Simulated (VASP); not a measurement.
A run of VASP 6.6.1:

The input INCAR:

```
SYSTEM = P2C3
PREC = Accurate ; ENCUT = 520
EDIFF = 1E-6 ; ISMEAR = 0
SIGMA = 0.1 ; LREAL = .FALSE.
LASPH = .TRUE. ; NELM = 80
ALGO = Normal ; ISIF = 2
LWAVE = .FALSE. ; LCHARG = .FALSE.
GGA = PE ; NBANDS = 19
```

File KPOINTS:

```
regular mesh
0
G
  6 6 6
  0 0 0
```

Contents of POSCAR:

```
P2C3
1.0
    1.7340783400      1.0011706000      7.8078035500
   -1.7340783400      1.0011706000      7.8078035500
    0.0000000000     -2.0023412000      7.8078035500
P C
2 3
Direct
    0.5992919800      0.5992919800      0.5992919800
    0.4007080200      0.4007080200      0.4007080200
    0.2144860000      0.2144860000      0.2144860000
    0.7855140000      0.7855140000      0.7855140000
    0.0000000000      0.0000000000      0.0000000000
```

Potentials or basis: VASP PAW PBE potentials, release 64 (P, C).

Command:

```bash
$ cat potpaw_PBE.64/P/POTCAR potpaw_PBE.64/C/POTCAR > POTCAR
$ mpirun -np 1 vasp_std > vasp.out
```

Hardware: 1 thread of Intel(R) Xeon(R) Platinum 8488C (Sapphire Rapids) (shared host).

Task: How long does it take, and how much memory?

Result: It took 2.7 min on 1 thread of Intel(R) Xeon(R) Platinum 8488C (Sapphire Rapids), with other jobs on the host, peak memory 0.46 GiB. Counts: scf iterations 14, k points 32.
